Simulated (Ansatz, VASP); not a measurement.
MgO: VASP beside Ansatz

File POSCAR:

```
MgO
1.0
    0.1109905151      2.1920626730      2.1920626730
    2.1920626730      0.1109905151      2.1920626730
    2.1920626730      2.1920626730      0.1109905151
Mg O
1 1
Direct
    0.0000000000      0.0000000000      0.0000000000
    0.5000000000      0.5000000000      0.5000000000
```

Contents of INCAR.step1:

```
  PREC = Accurate
  ENCUT = 920
  ISMEAR = 0
  SIGMA = 0.05
  LREAL = F
  LASPH = T
  NELM = 120
  NBANDS = 15
  GGA = PE
  ALGO = Normal
  EDIFF = 1E-5
  LWAVE = T
  LCHARG = F
  GGA_COMPAT = F
```

File INCAR.step2:

```
  PREC = Accurate
  ENCUT = 920
  EDIFF = 1E-6
  ISMEAR = 0
  SIGMA = 0.05
  LREAL = F
  LASPH = T
  NELM = 120
  ALGO = Normal
  ISIF = 2
  LWAVE = F
  LCHARG = T
  METAGGA = R2SCAN
  LMIXTAU = T
  LELF = T
  LVHAR = T
  NBANDS = 15
  ISTART = 1
  GGA_COMPAT = F
```

KPOINTS

```
Automatic mesh
0
Gamma
  10 10 10
```

Input for Ansatz:

```yaml
crystal:
  lattice:
    - [0.1109905151, 2.192062673, 2.192062673]
    - [2.192062673, 0.1109905151, 2.192062673]
    - [2.192062673, 2.192062673, 0.1109905151]
  atoms:
    - { symbol: Mg, position: [0.0, 0.0, 0.0] }
    - { symbol: O, position: [0.5, 0.5, 0.5] }
basis:
  ecutwfc: 500
kpoints:
  mp_grid: { grid: [10, 10, 10] }
hamiltonian:
  xc: r2scan
scf:
  occupations: { method: gaussian, width: 0.05 }
output:
  forces: true
  stress: true
  eigenvalues: true
```

Alike in both runs: task single point; functional r2SCAN; k mesh 10 × 10 × 10; occupations gaussian, width 0.05 eV; no spin polarisation.

|  | VASP | Ansatz |
| --- | --- | --- |
| version | VASP 6.6.1 | Ansatz 0.2.0 |
| potentials or method | VASP PAW PBE potentials, release 64 (Mg_sv, O), cutoff 920 eV | scalar-relativistic, plane waves, PAW |
| valence electrons in the cell | 16 | 16 |

|  | VASP | Ansatz | Ansatz less VASP |
| --- | --- | --- | --- |
| gap on the k mesh at the Fermi level (eV) | 4.91 | 4.89 | -0.020 |
| least direct gap on the mesh (eV) | 4.91 | 4.89 | -0.020 |
| pressure (GPa) | -6.6 | -7.0 | -0.33 |
| traceless stress, the component that is largest in VASP (GPa) | -8.40 | -8.45 | -0.041 |

VASP's potentials were made for PBE, not for r2SCAN.
